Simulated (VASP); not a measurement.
# GaAs (zinc blende) (F-43m) in VASP: single point with PBEsol

Aim: the single point of GaAs (zinc blende) with PBEsol.

Program: VASP 6.6.1. These are calculated values, not measurements. Logs are shortened: lines on timing, memory, paths and dates and some standing lists are left out, and cuts for length are marked.

**1. The cell of the first run**

Symmetry: F-43m, No. 216, cubic system. Conventional cell: a = 5.727 Å, b = 5.727 Å, c = 5.727 Å, α = 90.00°, β = 90.00°, γ = 90.00°. Within 3.3 Å of Ga (site symmetry -43m) lie 4 As at 2.48 Å. As (site symmetry -43m) has 4 Ga at 2.48 Å within 3.3 Å.

**2. Single point, PBEsol (volume scaled by 1.04)**

Contents of INCAR:

```
ALGO = Normal
EDIFF = 1E-7
ENCUT = 520
GGA = PS
ISIF = 2
ISMEAR = 0
LASPH = True
LCHARG = False
LREAL = False
LWAVE = False
NBANDS = 16
NELM = 100
PREC = Accurate
SIGMA = 0.02
```

Contents of KPOINTS:

```
k-points
0
Gamma
  12 12 12
```

Contents of POSCAR:

```
GaAs
1.0
    0.0000000000      2.8636950549      2.8636950549
    2.8636950549      0.0000000000      2.8636950549
    2.8636950549      2.8636950549      0.0000000000
Ga As
1 1
Direct
    0.0000000000      0.0000000000      0.0000000000
    0.2500000000      0.2500000000      0.2500000000
```

Potentials or basis: VASP PAW PBE potentials, release 64 (Ga_d, As).

Command:

```
cat potpaw_PBE.64/Ga_d/POTCAR potpaw_PBE.64/As/POTCAR > POTCAR
mpirun -np 1 vasp_std > vasp.out
```

OUTCAR:

```text
EDIFF = 1E-7
   ENCUT = 520
   GGA = PS
   ISIF = 2
   ISMEAR = 0
   LASPH = True
   LREAL = False
   NELM = 100
   PREC = Accurate

 ion  position               nearest neighbor table
   1  0.000  0.000  0.000-   2 2.48   2 2.48   2 2.48   2 2.48
   2  0.250  0.250  0.250-   1 2.48   1 2.48   1 2.48   1 2.48

  LATTYP: Found a face centered cubic cell.
 ALAT       =     5.7273901098

  Lattice vectors:

 A1 = (   0.0000000000,   2.8636950549,   2.8636950549)
 A2 = (   2.8636950549,   0.0000000000,   2.8636950549)
 A3 = (   2.8636950549,   2.8636950549,   0.0000000000)

Analysis of symmetry for initial positions (statically):
=====================================================================
 Subroutine PRICEL returns:
 Original cell was already a primitive cell.

 Routine SETGRP: Setting up the symmetry group for a
 face centered cubic supercell.

 Subroutine GETGRP returns: Found 24 space group operations
 (whereof 24 operations were pure point group operations)
 out of a pool of 48 trial point group operations.

The static configuration has the point symmetry T_d .

Analysis of symmetry for dynamics (positions and initial velocities):
=====================================================================
 Subroutine PRICEL returns:
 Original cell was already a primitive cell.

 Routine SETGRP: Setting up the symmetry group for a
 face centered cubic supercell.

 Subroutine GETGRP returns: Found 24 space group operations
 (whereof 24 operations were pure point group operations)
 out of a pool of 48 trial point group operations.

The dynamic configuration has the point symmetry T_d .

 Subroutine INISYM returns: Found 24 space group operations
 (whereof 24 operations are pure point group operations),
 and found     1 'primitive' translations

----------------------------------------------------------------------------------------

                                     Primitive cell

  volume of cell :      46.9689

  direct lattice vectors                    reciprocal lattice vectors
     0.000000000  2.863695055  2.863695055    -0.174599596  0.174599596  0.174599596
     2.863695055  0.000000000  2.863695055     0.174599596 -0.174599596  0.174599596
     2.863695055  2.863695055  0.000000000     0.174599596  0.174599596 -0.174599596

  length of vectors
     4.049876385  4.049876385  4.049876385     0.302415371  0.302415371  0.302415371

[... 79 lines left out ...]
   NELM   =    100;   NELMIN=  2; NELMDL= -5     # of ELM steps
   EDIFF  = 0.1E-06   stopping-criterion for ELM
   LREAL  =      F    real-space projection
   EDIFFG = 0.1E-05   stopping-criterion for IOM
   NSW    =      0    number of steps for IOM
   IBRION =     -1    ionic relax: 0-MD 1-quasi-New 2-CG
   NFREE  =      0    steps in history (QN), initial steepest desc. (CG)
   ISIF   =      2    stress and relaxation
   ISYM   =      2    0-nonsym 1-usesym 2-fastsym
   POTIM  = 0.5000    time-step for ionic-motion
   TEBEG  =    0.0;   TEEND  =   0.0 temperature during run
   PSTRESS=    0.0 pullay stress
   NELECT =      18.0000    total number of electrons
   NUPDOWN=      -1.0000    fix difference up-down
   EMIN   =  10.00;   EMAX   =-10.00  energy-range for DOS
   EFERMI =   0.00;   METHOD = LEGACY
   ISMEAR =     0;   SIGMA  =   0.02  broadening in eV -4-tet -1-fermi 0-gaus
   EFERMI_NEDOS =   21; number of points for ismear=-14 and -15
   IALGO  =     38    algorithm
   IMIX   =      4    mixing-type and parameters
     AMIX     =   0.40;   BMIX     =  1.00
     AMIX_MAG =   1.60;   BMIX_MAG =  1.00
  volume/ion in A,a.u.               =      23.48       158.48
  Fermi-wavevector in a.u.,A,eV,Ry     =   1.189129  2.247128 19.239009  1.414027
  Thomas-Fermi vector in A             =   2.325243
   LORBIT       =      0    0 simple, 1 ext, 2 COOP (PROOUT), +10 PAW based schemes
   GGA     = PS    functional components
   LHFCALC =     F    Hartree Fock is set to
   AEXX    =    0.0000 exact exchange contribution
   IVDW    =     0    specifies the selected vdW correction
   LEPSILON=     F    determine dielectric tensor
   LRPA    =     F    only Hartree local field effects (RPA)
 non-spin polarized calculation
 Gauss-broadening in eV      SIGMA  =   0.02
  energy-cutoff  :      520.00
  volume of cell :       46.97
 maximum number of plane-waves:      1284
   NGX = 15   NGY = 15   NGZ = 15

 number of electron      17.9999984 magnetization

 Free energy of the ion-electron system (eV)
  ---------------------------------------------------
  ext. energy  EPLUGINS =         0.00000000
  ---------------------------------------------------
  free energy    TOTEN  =        -9.08190811 eV

  energy without entropy =       -9.08190811  energy(sigma->0) =       -9.08190811

 E-fermi :   3.5357     XC(G=0):  -9.6005

 val. band max:        3.4467329064   @ k =   0.0000   0.0000   0.0000
 cond. band min:       3.6169130707   @ k =   0.0000   0.0000   0.0000
 fundamental gap:      0.1701801642
 Fermi energy:         3.5357065068

 k-point     1 :       0.0000    0.0000    0.0000
  band No.  band energies     occupation
      1     -11.2601      2.00000
      2     -11.2601      2.00000
      3     -11.2601      2.00000
      4     -11.1891      2.00000
      5     -11.1891      2.00000
      6      -9.0324      2.00000
[... 433 lines left out ...]
      3     -11.2365      2.00000
      4     -11.1898      2.00000
      5     -11.1867      2.00000
      6      -7.1948      2.00000
[... 8 lines left out ...]
     15      13.6360      0.00000
     16      14.2714      0.00000

 [... further k-points ...]

------------------------ aborting loop because EDIFF is reached ----------------------------------------

  FORCE on cell =-STRESS in cart. coord.  units (eV):
  Direction    XX          YY          ZZ          XY          YZ          ZX
  --------------------------------------------------------------------------------------
  -------------------------------------------------------------------------------------
  Total       -0.6322356     -0.6322356     -0.6322356      0.0000000      0.0000000     -0.0000000
  in kB      -21.5664792    -21.5664792    -21.5664792      0.0000000      0.0000000     -0.0000000
  external PRESSURE =     -21.5664792 kB  Pullay stress =       0.0000000 kB

 VOLUME and BASIS-vectors are now :
 -----------------------------------------------------------------------------
  energy-cutoff  :      520.00
  volume of cell :       46.97
      direct lattice vectors                 reciprocal lattice vectors
     0.000000000  2.863695055  2.863695055    -0.174599596  0.174599596  0.174599596
     2.863695055  0.000000000  2.863695055     0.174599596 -0.174599596  0.174599596
     2.863695055  2.863695055  0.000000000     0.174599596  0.174599596 -0.174599596

 POSITION                                       TOTAL-FORCE (eV/Angst)
 -----------------------------------------------------------------------------------
      0.00000      0.00000      0.00000         0.000000     -0.000000      0.000000
      1.43185      1.43185      1.43185        -0.000000      0.000000     -0.000000
 -----------------------------------------------------------------------------------
    total drift:                                0.000001      0.000001      0.000001

  FREE ENERGIE OF THE ION-ELECTRON SYSTEM (eV)
  ---------------------------------------------------
  free  energy   TOTEN  =        -9.0819081088 eV

  energy  without entropy=       -9.0819081088  energy(sigma->0) =       -9.08190811
```

OSZICAR:

```text
N       E                     dE             d eps       ncg     rms          rms(c)
DAV:   1     0.820965987674E+02    0.82097E+02   -0.88962E+03  2352   0.152E+03
DAV:   2    -0.275299911003E+01   -0.84850E+02   -0.81064E+02  2664   0.306E+02
DAV:   3    -0.916695734602E+01   -0.64140E+01   -0.63934E+01  2784   0.653E+01
DAV:   4    -0.926841108736E+01   -0.10145E+00   -0.10144E+00  2872   0.920E+00
DAV:   5    -0.926981440826E+01   -0.14033E-02   -0.14033E-02  2896   0.955E-01    0.281E+00
DAV:   6    -0.911186569329E+01    0.15795E+00   -0.22309E-01  3528   0.878E+00    0.165E+00
DAV:   7    -0.908347981985E+01    0.28386E-01   -0.54346E-02  3432   0.189E+00    0.529E-01
DAV:   8    -0.908168165475E+01    0.17982E-02   -0.87429E-03  2904   0.105E+00    0.929E-02
DAV:   9    -0.908185340457E+01   -0.17175E-03   -0.67722E-04  2944   0.332E-01    0.434E-02
DAV:  10    -0.908188613448E+01   -0.32730E-04   -0.46111E-05  3368   0.632E-02    0.233E-02
DAV:  11    -0.908190808737E+01   -0.21953E-04   -0.25886E-05  2600   0.497E-02    0.236E-03
DAV:  12    -0.908190810878E+01   -0.21406E-07   -0.80301E-07  2944   0.126E-02
   1 F= -.90819081E+01 E0= -.90819081E+01  d E =-.501637E-12
```

stdout:

```text
POSCAR found type information on POSCAR GaAs
 POSCAR found :  2 types and       2 ions
 scaLAPACK will be used
 -----------------------------------------------------------------------------
|                                                                             |
|                                                                             |
|     You enforced a specific xc type in the INCAR file but a different       |
|     I HOPE YOU KNOW WHAT YOU ARE DOING!                                     |
|                                                                             |
 -----------------------------------------------------------------------------

 LDA part: xc-table for (Slater+PW92), standard interpolation
 POSCAR, INCAR and KPOINTS ok, starting setup
 FFT: planning ... GRIDC
 FFT: planning ... GRID_SOFT
 FFT: planning ... GRID
 WAVECAR not read
 entering main loop
```

It took 20 s on 1 thread of Intel Xeon 6975P-C (Granite Rapids), shared host; peak memory 0.2 GiB.

What came out:

* Free energy: -9.0819 eV
* Pressure: -2.2 GPa
* Band gap on the k mesh: 0.17 eV, direct

Levels at points of the mesh, in eV from the valence-band top:
| k point | band 5 | band 6 | band 7 | band 8 | band 9 | band 10 | band 11 | band 12 | band 13 | band 14 |
| --- | --- | --- | --- | --- | --- | --- | --- | --- | --- | --- |
| (0.00, 0.00, 0.00) | -14.64 | -12.48 | 0.00 | 0.00 | 0.00 | 0.17 | 3.68 | 3.68 | 3.68 | 7.27 |
| (0.50, 0.00, 0.00) | -14.63 | -10.82 | -6.47 | -1.09 | -1.09 | 0.82 | 4.57 | 4.57 | 7.54 | 9.98 |
| (0.50, 0.50, 0.00) | -14.62 | -10.13 | -6.67 | -2.56 | -2.56 | 1.42 | 1.59 | 9.82 | 9.82 | 10.53 |

Caveat: the PAW data sets were made with another functional, which shifts forces and pressure a little.
